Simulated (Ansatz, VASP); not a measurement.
## ZrB2 in VASP and in Ansatz

File INCAR:

```
PREC = Accurate ; ENCUT = 520
EDIFF = 1E-8 ; ISMEAR = -1
SIGMA = 0.03 ; LREAL = F
LASPH = T ; NELM = 80
ALGO = Normal ; ISIF = 2
LWAVE = F ; LCHARG = F
LEFG = T ; NBANDS = 16
```

KPOINTS

```
regular mesh
0
Gamma
  13 13 10
```

File POSCAR:

```
ZrB2
1.0
    3.1222243140      0.0000000000      0.0000000000
   -1.5611121570      2.7039255722      0.0000000000
    0.0000000000      0.0000000000      3.4724266007
Zr B
1 2
Direct
    0.0000000000      0.0000000000      0.0000000000
    0.3333333333      0.6666666667      0.5000000000
    0.6666666667      0.3333333333      0.5000000000
```

Input for Ansatz:

```yaml
crystal:
  lattice:
    - [3.122224314, 0.0, 0.0]
    - [-1.561112157, 2.7039255722, 0.0]
    - [0.0, 0.0, 3.4724266007]
  atoms:
    - { symbol: Zr, position: [0.0, 0.0, 0.0] }
    - { symbol: B, position: [0.3333333333, 0.6666666667, 0.5] }
    - { symbol: B, position: [0.6666666667, 0.3333333333, 0.5] }
kpoints:
  mp_grid: { grid: [13, 13, 10] }
scf:
  occupations: { method: fermi_dirac, width: 0.03 }
hamiltonian:
  xc: lda
  pseudopotentials: { kind: paw }
output:
  forces: true
  stress: true
  eigenvalues: true
  efg: { contact_densities: true }
  write_density: true
  write_potential: true
  elf: true
  volumetric_format: npy
```

Change from the starting cell: volume scaled by 0.96, PAW files.

Alike in both runs: task electric field gradients; functional LDA; k mesh 13 × 13 × 10; occupations fermi-dirac, width 0.03 eV; no spin polarisation.

|  | VASP | Ansatz |
| --- | --- | --- |
| version | VASP 6.6.1 | Ansatz 0.2.0 |
| potentials or method | VASP PAW LDA potentials, release 64 (Zr_sv, B) | PAW with Ansatz's default frozen-core files, scalar-relativistic |
| plane-wave cutoff (eV) | 520 | 420 |
| valence electrons in the cell | 18 | 18 |

VASP gave:

| Item | Value |
| --- | --- |
| pressure (GPa) | 3.6 |
| traceless stress, the component that is largest in VASP (GPa) | 0.39 |
| size of Vzz on the site where it differs most (V/Å²) | 45.1 |

Problem. Which values does Ansatz return?

Solution. Pressure (GPa): 3.1; traceless stress, the component that is largest in VASP (GPa): 0.33; size of Vzz on the site where it differs most (V/Å²): 47.5.

LDA's correlation is that of Perdew and Zunger in VASP and of Perdew and Wang (1992) in Ansatz.
